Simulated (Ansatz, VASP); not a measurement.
Cr: VASP beside Ansatz

Contents of INCAR:

```
PREC = Accurate ; ENCUT = 500
EDIFF = 1E-6 ; ISMEAR = 0
SIGMA = 0.03 ; LREAL = False
LASPH = True ; NELM = 120
ALGO = Normal ; ISIF = 2
LWAVE = False ; LCHARG = True
GGA = PE ; LELF = True
LVHAR = True ; NBANDS = 12
GGA_COMPAT = False
```

Contents of KPOINTS:

```
regular mesh
0
Gamma
  15 15 15
```

File POSCAR:

```
Cr
1.0
   -1.4243177237      1.4243177237      1.4243177237
    1.4243177237     -1.4243177237      1.4243177237
    1.4243177237      1.4243177237     -1.4243177237
Cr
1
Direct
    0.0000000000      0.0000000000      0.0000000000
```

Input for Ansatz:

```yaml
crystal:
  lattice:
    - [-1.4243177237, 1.4243177237, 1.4243177237]
    - [1.4243177237, -1.4243177237, 1.4243177237]
    - [1.4243177237, 1.4243177237, -1.4243177237]
  atoms:
    - { symbol: Cr, position: [0.0, 0.0, 0.0] }
hamiltonian:
  xc: pbe
  pseudopotentials:
    kind: paw
    azcp:
      Cr: "pseudopotentials/Cr.paw.azcp"
basis:
  ecutwfc: 420
  fft_grid_basis: typed
kpoints:
  mp_grid: { grid: [15, 15, 15], shift: [0, 0, 0] }
magnetization:
  spin_polarized: false
scf:
  occupations: { method: gaussian, width: 0.03 }
  lower_state_search: "off"
output:
  stress: true
```

Alike in both runs: task single point; functional PBE; k mesh 15 × 15 × 15; occupations gaussian, width 0.03 eV; no spin polarisation.

|  | VASP | Ansatz |
| --- | --- | --- |
| version | VASP 6.6.1 | Ansatz 0.2.0 |
| potentials or method | VASP PAW PBE potentials, release 64 (Cr_pv), cutoff 500 eV | plane waves (420 eV) with PAW, scalar-relativistic |
| valence electrons in the cell | 12 | 14 |

```csv
,VASP,Ansatz,Ansatz less VASP
pressure (GPa),-1.0,-0.3,+0.72
```

VASP's potentials hold 12 valence electrons a cell and Ansatz's 14, so a difference there can come from the potentials and not from the codes.
